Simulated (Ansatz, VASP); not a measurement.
Si: VASP beside Ansatz

The input INCAR:

```
SYSTEM = Si
PREC     = Accurate       ! precision mode
ENCUT    = 520            ! plane-wave cutoff, eV
EDIFF    = 1E-6           ! SCF threshold, eV
ISMEAR   = 0              ! smearing method
SIGMA    = 0.03           ! smearing width, eV
LREAL    = .FALSE.        ! projectors in reciprocal space
LASPH    = .TRUE.         ! aspherical terms in the spheres
NELM     = 60             ! most SCF steps
ALGO     = Normal         ! electronic algorithm
ISIF     = 2              ! what is computed and relaxed
LWAVE    = .FALSE.        ! write WAVECAR
LCHARG   = .TRUE.         ! write CHGCAR
LELF     = .TRUE.         ! ELF
LVHAR    = .TRUE.       
NBANDS   = 16             ! bands
```

The input KPOINTS:

```
Automatic mesh
0
G
  12 12 6
  0 0 0
```

File POSCAR:

```
Si
1.0
    3.9671651941      0.0000000000      0.0000000000
   -1.9835825971      3.4356658391      0.0000000000
    0.0000000000      0.0000000000      5.7750023730
Si
4
Direct
    0.3333333333      0.6666666667      0.0487246481
    0.6666666667      0.3333333333      0.5487246481
    0.3333333333      0.6666666667      0.4512753519
    0.6666666667      0.3333333333      0.9512753519
```

Input for Ansatz:

```yaml
crystal:
  lattice:
    - [3.9671651941, 0.0, 0.0]
    - [-1.9835825971, 3.4356658391, 0.0]
    - [0.0, 0.0, 5.775002373]
  atoms:
    - { symbol: Si, position: [0.3333333333, 0.6666666667, 0.0487246481] }
    - { symbol: Si, position: [0.6666666667, 0.3333333333, 0.5487246481] }
    - { symbol: Si, position: [0.3333333333, 0.6666666667, 0.4512753519] }
    - { symbol: Si, position: [0.6666666667, 0.3333333333, 0.9512753519] }
basis:
  ecutwfc: 420
kpoints:
  mp_grid: { grid: [12, 12, 6] }
hamiltonian:
  xc: lda
  pseudopotentials: { kind: paw, azcp: { folder: soft_1 } }
scf:
  occupations: { method: gaussian, width: 0.03 }
output:
  forces: true
  stress: true
  eigenvalues: true
```

Alike in both runs: task single point; functional LDA; k mesh 12 × 12 × 6; occupations gaussian, width 0.03 eV; no spin polarisation.

|  | VASP | Ansatz |
| --- | --- | --- |
| version | VASP 6.6.1 | Ansatz 0.2.0 |
| potentials or method | VASP PAW LDA potentials, release 64 (Si), cutoff 520 eV | scalar-relativistic, plane waves, PAW |
| valence electrons in the cell | 16 | 16 |

VASP gave:

| Quantity | Value |
| --- | --- |
| gap on the k mesh at the Fermi level (eV) | none |
| pressure (GPa) | -0.3 |
| traceless stress, the component that is largest in VASP (GPa) | 11.50 |
| rms of the force components (eV/Å) | 0.248 |

Q: Estimate Ansatz's values.

A: gap on the k mesh at the Fermi level (eV): none; pressure (GPa): -0.4; traceless stress, the component that is largest in VASP (GPa): 11.46; rms of the force components (eV/Å): 0.249.

Ansatz warns that its potentials were made for another functional, while VASP's fit it. LDA's correlation is that of Perdew and Zunger in VASP and of Perdew and Wang (1992) in Ansatz. Atom by atom the forces differ by 0.001 eV/Å (rms over components). A gap of «none» marks a metal or a gap that the smearing closes.
